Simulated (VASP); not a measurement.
The system is Co.

```
CELL_PARAMETERS angstrom
2.50740 0.00000 0.00000
-1.25370 2.17147 0.00000
0.00000 0.00000 4.06990
ATOMIC_POSITIONS crystal
Co 0.33333 0.66667 0.25000
Co 0.66667 0.33333 0.75000
```

* Program: VASP 6.6.1
* Task: relaxation of volume and atoms at fixed shape
* Functional: r2SCAN
* Potentials or basis: VASP PAW PBE potentials, release 64 (Co)
* Cutoff: 600 eV
* k mesh: 9 × 9 × 5
* Occupations: fermi-dirac, width 0.05 eV
* Spin: collinear spin, ferromagnetic start
* Starting moments: [2.5, 2.5] μB

At the start: pressure -8.7 GPa; volume 11.08 Å³/atom.

**Question.** How do energy, volume and symmetry change on relaxing?

**Answer.** Over 3 steps the energy falls by 13.0 meV/atom and the volume is 10.63 Å³/atom (-4.1 %); space group P6_3/mmc (No. 194, to 0.1 Å) before and after; moment 3.49 μB per cell.

Step by step:
| step | energy change (eV) | largest force (eV/Å) | pressure (GPa) | volume (Å³) |
| --- | --- | --- | --- | --- |
| 1 | 0.0000 | 0.0000 | -8.68 | 22.16 |
| 2 | 0.0087 | 0.0000 | 12.05 | 20.29 |
| 3 | -0.0260 | 0.0000 | -0.12 | 21.26 |

Final structure:
```
Co
1.0
     2.47294    0.00000    0.00000
    -1.23647    2.14163    0.00000
     0.00000    0.00000    4.01397
Co
2
Direct
  0.33333 0.66667 0.25000
  0.66667 0.33333 0.75000
```

Caveat: the PAW data sets were made with another functional, which shifts forces and pressure a little.
